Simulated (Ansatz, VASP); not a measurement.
## Two plane-wave programs on HfO2

The input INCAR:

```
SYSTEM = HfO2
PREC     = Accurate       ! precision mode
ENCUT    = 520            ! plane-wave cutoff, eV
EDIFF    = 1E-6           ! SCF threshold, eV
ISMEAR   = 0              ! smearing method
SIGMA    = 0.05           ! smearing width, eV
LREAL    = .FALSE.        ! projectors in reciprocal space
LASPH    = .TRUE.         ! aspherical terms in the spheres
NELM     = 60             ! most SCF steps
ALGO     = Normal         ! electronic algorithm
ISIF     = 2              ! what is computed and relaxed
LWAVE    = .FALSE.        ! write WAVECAR
LCHARG   = .FALSE.        ! write CHGCAR
GGA      = PE             ! functional
NBANDS   = 18             ! bands
```

KPOINTS

```
Automatic mesh
0
G
  8 8 8
  0 0 0
```

Contents of POSCAR:

```
HfO2
1.0
    0.0000000000      2.5575000000      2.5575000000
    2.5575000000      0.0000000000      2.5575000000
    2.5575000000      2.5575000000      0.0000000000
Hf O
1 2
Direct
   -0.0146627566      0.0146627566      0.0146627566
    0.2500000000      0.2500000000      0.2500000000
    0.7500000000      0.7500000000      0.7500000000
```

Input for Ansatz:

```yaml
crystal:
  lattice:
    - [0.0, 2.5575, 2.5575]
    - [2.5575, 0.0, 2.5575]
    - [2.5575, 2.5575, 0.0]
  atoms:
    - { symbol: Hf, position: [-0.0146627566, 0.0146627566, 0.0146627566] }
    - { symbol: O, position: [0.25, 0.25, 0.25] }
    - { symbol: O, position: [0.75, 0.75, 0.75] }
basis:
  ecutwfc: 420
kpoints:
  mp_grid: { grid: [8, 8, 8] }
hamiltonian:
  xc: pbe
scf:
  occupations: { method: gaussian, width: 0.05 }
output:
  forces: true
  stress: true
  eigenvalues: true
```

Change from the starting cell: all Hf atoms moved +0.075 Å, as atom 1 along Cartesian [1 0 0].

Alike in both runs: task single point; functional PBE; k mesh 8 × 8 × 8; occupations gaussian, width 0.05 eV; no spin polarisation.

```csv
,VASP,Ansatz
version,VASP 6.6.1,Ansatz 0.2.0
potentials or method,"VASP PAW PBE potentials, release 64 (Hf_pv, O), cutoff 520 eV","scalar-relativistic, plane waves, PAW"
valence electrons in the cell,22,38
```

|  | VASP | Ansatz | Ansatz less VASP |
| --- | --- | --- | --- |
| gap on the k mesh at the Fermi level (eV) | 3.73 | 3.73 | -0.005 |
| least direct gap on the mesh (eV) | 3.73 | 3.73 | -0.005 |
| pressure (GPa) | -5.4 | -1.9 | +3.51 |
| traceless stress, the component that is largest in VASP (GPa) | 0.06 | 0.04 | -0.017 |
| rms of the force components (eV/Å) | 0.126 | 0.136 | +0.0098 |

Atom by atom the forces differ by 0.010 eV/Å (rms over components). VASP's potentials hold 22 valence electrons a cell and Ansatz's 38, so a difference there can come from the potentials and not from the codes.

Spin-orbit coupling is off throughout.
